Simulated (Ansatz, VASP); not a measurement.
## One calculation of HfBi2O2, two programs

File INCAR:

```
PREC     = Accurate       # precision mode
ENCUT    = 600            # plane-wave cutoff, eV
EDIFF    = 1E-6           # SCF threshold, eV
ISMEAR   = 0              # smearing method
SIGMA    = 0.1            # smearing width, eV
LREAL    = False          # projectors in reciprocal space
LASPH    = True           # aspherical terms in the spheres
NELM     = 60             # most SCF steps
ALGO     = Normal         # electronic algorithm
ISIF     = 3              # what is computed and relaxed
LWAVE    = False          # write WAVECAR
LCHARG   = False          # write CHGCAR
GGA      = PE             # functional
IBRION   = 2              # ionic algorithm
NSW      = 100            # ionic steps
EDIFFG   = -0.01          # ionic threshold
```

The input KPOINTS:

```
Automatic mesh
0
Gamma
  12 12 4
```

The input POSCAR:

```
HfBi2O2
1.0
    3.7219639369      0.0000000000      0.0000000000
   -1.8609819684      3.2233153213      0.0000000000
    0.0000000000      0.0000000000      9.6577819605
Hf Bi O
1 2 2
Direct
    0.0000000000      0.0000000000      0.0000000000
    0.0000000000      0.0000000000      0.6581521952
    0.0000000000      0.0000000000      0.3418478048
    0.3333333333      0.6666666667      0.0000000000
    0.6666666667      0.3333333333      0.0000000000
```

Input for Ansatz:

```yaml
crystal:
  lattice:
    - [3.7219639369, 0.0, 0.0]
    - [-1.8609819684, 3.2233153213, 0.0]
    - [0.0, 0.0, 9.6577819605]
  atoms:
    - { symbol: Hf, position: [0.0, 0.0, 0.0] }
    - { symbol: Bi, position: [0.0, 0.0, 0.6581521952] }
    - { symbol: Bi, position: [0.0, 0.0, 0.3418478048] }
    - { symbol: O, position: [0.3333333333, 0.6666666667, 0.0] }
    - { symbol: O, position: [0.6666666667, 0.3333333333, 0.0] }
basis:
  ecutwfc: 420
kpoints:
  mp_grid: { grid: [12, 12, 4] }
hamiltonian:
  xc: pbe
scf:
  occupations: { method: gaussian, width: 0.1 }
output:
  forces: true
  stress: true
  eigenvalues: true
relax:
  adjacent_minimum: "off"
  f_tol: 0.01
  max_steps: 80
  cell: { stress_tol: 0.05 }
```

Alike in both runs: task relaxation of cell and atoms; functional PBE; k mesh 12 × 12 × 4; occupations gaussian, width 0.1 eV; no spin polarisation.

```csv
,VASP,Ansatz
version,VASP 6.6.1,Ansatz 0.2.0
potentials or method,"VASP PAW PBE potentials, release 64 (Hf_pv, Bi_d, O), cutoff 600 eV","scalar-relativistic, plane waves, PAW"
valence electrons in the cell,52,68
```

```tsv
	VASP	Ansatz	Ansatz less VASP
gap on the k mesh at the Fermi level, each at its own relaxed structure (eV)	none	none	-
relaxed volume (Å³/atom)	23.16	23.37	+0.209
relaxed cell length with the largest relative difference (Å)	3.708	3.721	+0.0131
```

A gap of «none» marks a metal or a gap that the smearing closes. VASP's potentials hold 52 valence electrons a cell and Ansatz's 68, so a difference there can come from the potentials and not from the codes.

Neither program's run includes spin-orbit coupling.
